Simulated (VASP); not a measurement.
The system is KNd2Sb3.

```
K Nd Sb
1.0
     2.76677    1.59739    8.41543
    -2.76677    1.59739    8.41543
     0.00000   -3.19479    8.41543
K Nd Sb
1 2 3
Direct
  0.50000 0.50000 0.50000
  0.06277 0.06277 0.06277
  0.93723 0.93723 0.93723
  0.00000 0.00000 0.50000
  0.50000 0.00000 0.00000
  0.00000 0.50000 0.00000
```

The cell was generated, and may not be a known phase.

* Program: VASP 6.6.1
* Task: relaxation of cell and atoms
* Functional: PBE
* Potentials or basis: VASP PAW PBE potentials, release 64 (K_sv, Nd_3, Sb), 4f in core
* Cutoff: 500 eV
* k mesh: 4 × 4 × 4
* Occupations: gaussian, width 0.2 eV
* Spin: no spin polarisation

At the start: pressure 16.3 GPa; volume 37.19 Å³/atom.

Question: Where does the relaxation end?

Answer: Over 12 steps the energy falls by 1053.6 meV/atom and the volume is 66.60 Å³/atom (+79.1 %); space group R-3m (No. 166, to 0.1 Å) before and after.

The path:
```csv
step,energy change (eV),largest force (eV/Å),pressure (GPa),volume (Å³)
1,0.0000,0.3399,16.32,223.16
2,-5.0095,2.4411,-2.07,363.96
3,-5.1901,2.1389,-0.53,323.42
4,-5.1994,2.2056,-0.96,331.71
5,-5.7205,1.4464,-0.07,324.73
6,-5.8637,0.0088,1.86,315.28
7,-5.8844,0.4622,1.25,317.75
8,-6.0587,0.5784,0.69,337.46
9,-6.2719,0.6122,-0.61,400.08
10,-6.3054,0.2389,0.14,408.09
11,-6.3158,0.0419,-0.13,405.47
12,-6.3217,0.0091,0.01,399.62
```

Final structure:
```xyz
6
Lattice="3.7417 2.1603 8.2397 -3.7417 2.1603 8.2397 0.0000 -4.3206 8.2397" Properties=species:S:1:pos:R:3 pbc="T T T"
K     0.0000    0.0000   12.3596
Nd    0.0000    0.0000    2.0852
Nd    0.0000    0.0000   22.6340
Sb    0.0000   -2.1603    4.1199
Sb    1.8709    1.0801    4.1199
Sb   -1.8709    1.0801    4.1199
```

Caveat: the volume moved by over 15 % at a fixed basis, so the end points are rough.
